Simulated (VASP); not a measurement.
Be2C: single point with PBEsol+D3(BJ)

Crystal: Be2C.

```
Be C
1.0
    -0.03247    2.16500    2.16500
     2.16500   -0.03247    2.16500
     2.13252    2.13252    0.00000
Be C
2 1
Direct
  0.25000 0.25000 0.25000
  0.75000 0.75000 0.75000
  0.00000 0.00000 0.00000
```

```
Program                : VASP 6.6.1
Task                   : single point
Functional             : PBEsol
Dispersion             : D3(BJ)
Potentials or basis    : VASP PAW PBE potentials, release 64 (Be, C)
Cutoff                 : 600 eV
k mesh                 : 7 × 7 × 7
Occupations            : gaussian, width 0.05 eV
Spin                   : no spin polarisation
Dipole correction      : no
Further INCAR settings : ALGO = Normal; EDIFF = 1e-06; NBANDS = 11
```

```
Pressure                   : -7.5 GPa
Largest force              : 0.050 eV/Å
Band gap on the k mesh     : 1.18 eV, indirect (least direct gap 3.70 eV)
Dispersion energy per atom : -0.231 eV
```

Forces on the atoms (eV/Å):
```
Be   0.000  0.000 -0.050
Be   0.000  0.000  0.050
C    0.000  0.000  0.000
```

Stress tensor (GPa, compression positive):
```
-7.43  6.21  0.00
 6.21 -7.43  0.00
 0.00  0.00 -7.59
```

Levels at points of the mesh, in eV from the valence-band top:
| k point | band 2 | band 3 | band 4 | band 5 | band 6 | band 7 |
| --- | --- | --- | --- | --- | --- | --- |
| (0.00, 0.00, 0.00) | -0.15 | -0.08 | 0.00 | 3.70 | 3.92 | 4.33 |

It took 18 s on 1 thread of AMD EPYC 7R43 64-Core Processor (Zen 3), on a shared host, peak memory 0.12 GiB.

Caveat: the PAW data sets were made with another functional, which shifts forces and pressure a little. As with any semilocal functional, this PBEsol gap is likely too small.
